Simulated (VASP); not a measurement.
Here is a VASP 6.6.1 calculation.

File INCAR:

```
SYSTEM = WSe3
PREC = Accurate
ENCUT = 520
EDIFF = 1E-8
ISMEAR = -1
SIGMA = 0.15
LREAL = .False.
LASPH = .True.
NELM = 80
ALGO = Normal
ISIF = 2
LWAVE = .False.
LCHARG = .False.
GGA = PS
IBRION = 8
NSW = 1
```

File KPOINTS:

```
Automatic mesh
0
Gamma
  10 10 10
  0 0 0
```

File POSCAR:

```
WSe3
1.0
    4.8914385629      0.0000000000      0.0000000000
    0.0000000000      4.8914385629      0.0000000000
    0.0000000000      0.0000000000      4.8914385629
W Se
1 3
Direct
    0.0000000000      0.0000000000      0.0000000000
    0.0000000000      0.0000000000      0.5000000000
    0.0000000000      0.5000000000      0.0000000000
    0.5000000000      0.0000000000      0.0000000000
```

Potentials or basis: VASP PAW PBE potentials, release 64 (W_sv, Se).

The run is started by

```sh
$ cat potpaw_PBE.64/W_sv/POTCAR potpaw_PBE.64/Se/POTCAR > POTCAR
$ mpirun -np 1 vasp_std > vasp.out
```

Q: Predict the highest phonon frequency at Γ, LO-TO splitting left out.

A: 245 cm⁻¹.

Q: What does it give for the most unstable mode?

A: 42i cm⁻¹.

Phonon frequencies in cm⁻¹ (negative: imaginary):
```tsv
q point	frequencies
(0.000, 0.000, 0.000)	-42 -42 -42 0 0 0 42 42 42 245 245 245
```

Caveat: some modes are imaginary.
